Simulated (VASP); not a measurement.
Wanted: the native input for a VASP 6.6.1 run.

```yaml
Task: single point
Functional: PBE-based screened hybrid with 25 % exact exchange
Potentials_or_basis: VASP PAW PBE potentials, release 64 (Pb_d, S)
Cutoff: 520 eV
k_mesh: 4 × 4 × 4
Occupations: fermi-dirac, width 0.05 eV
Spin: no spin polarisation
Dipole_correction: no
Grid_for_exact_exchange_PRECFOCK: Normal
Share_of_exact_exchange: 0.25
Further_INCAR_settings: ALGO = Normal; EDIFF = 1e-07; NBANDS = 17
Screening_parameter: 0.4 1/Å
```

PbS:

```xyz
2
Lattice="4.0897 0.0000 0.0000 -2.0448 3.5418 0.0000 0.0000 0.0000 3.7882" Properties=species:S:1:pos:R:3 pbc="T T T"
Pb    0.0000    0.0000    0.0000
S     2.0448    1.1806    1.8941
```

One way to write it, as run:

POSCAR

```
PbS
1.0
    4.0896976867      0.0000000000      0.0000000000
   -2.0448488433      3.5417820905      0.0000000000
    0.0000000000      0.0000000000      3.7881670000
Pb S
1 1
Direct
    0.0000000000      0.0000000000      0.0000000000
    0.6666666667      0.3333333333      0.5000000000
```

INCAR.step1

```
SYSTEM = PbS
PREC = Accurate
ENCUT = 520
EDIFF = 1E-5
ISMEAR = -1
SIGMA = 0.05
LREAL = .False.
LASPH = .True.
NELM = 60
ALGO = Normal
ISIF = 2
LWAVE = .True.
NBANDS = 17
GGA = PE
```

INCAR.step2

```
SYSTEM = PbS
PREC = Accurate
ENCUT = 520
EDIFF = 1E-7
ISMEAR = -1
SIGMA = 0.05
LREAL = .False.
LASPH = .True.
NELM = 60
ALGO = Normal
ISIF = 2
LWAVE = .False.
LCHARG = .True.
GGA = PE
LHFCALC = .True.
AEXX = 0.25
HFSCREEN = 0.4
PRECFOCK = Normal
LELF = .True.
LVHAR = .True.
NBANDS = 17
ISTART = 1
```

KPOINTS

```
Automatic mesh
0
Gamma
  4 4 4
  0 0 0
```

Potentials or basis: VASP PAW PBE potentials, release 64 (Pb_d, S).

Run with:

```bash
$ cat potpaw_PBE.64/Pb_d/POTCAR potpaw_PBE.64/S/POTCAR > POTCAR
$ cp INCAR.step1 INCAR
$ mpirun -np 1 vasp_std > vasp.out
$ cp INCAR.step2 INCAR
$ mpirun -np 1 vasp_std > vasp.out
```

It gave:

The pressure is -0.9 GPa and the band gap on the k mesh is 0.43 eV (least direct gap 1.12 eV).

Caveat: the k points lie up to 0.44 Å⁻¹ apart; the PAW data sets were made with another functional, which shifts forces and pressure a little; spin-orbit coupling is left out, which moves the levels of the heavy elements.

Run time: 23 min on 1 thread of Intel Xeon 8259CL, with other jobs on the host, peak memory 0.29 GiB.
